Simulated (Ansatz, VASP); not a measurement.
One calculation of CaO, two programs

```
Ca O
1.0
     0.00000    2.25308    2.35104
     2.25308    0.00000    2.35104
     2.25308    2.25308    0.00000
Ca O
1 1
Direct
  0.00000 0.00000 0.00000
  0.50000 0.50000 0.50000
```

Change from the starting cell: strain -0.080 along x and y, -0.040 along z, atoms carried along.

Alike in both runs: task single point; functional r2SCAN; k mesh 8 × 8 × 8; occupations gaussian, width 0.05 eV; no spin polarisation.

```csv
,VASP,Ansatz
version,VASP 6.6.1,Ansatz 0.2.0
potentials or method,"VASP PAW PBE potentials, release 64 (Ca_sv, O), cutoff 520 eV","scalar-relativistic, plane waves, PAW"
valence electrons in the cell,16,16
```

```csv
,VASP,Ansatz,Ansatz less VASP
gap on the k mesh at the Fermi level (eV),3.98,4.01,+0.025
least direct gap on the mesh (eV),4.30,4.33,+0.030
pressure (GPa),25.6,23.7,-1.96
"traceless stress, the component that is largest in VASP (GPa)",-9.89,-9.38,+0.513
```

VASP's potentials were made for PBE, not for r2SCAN.
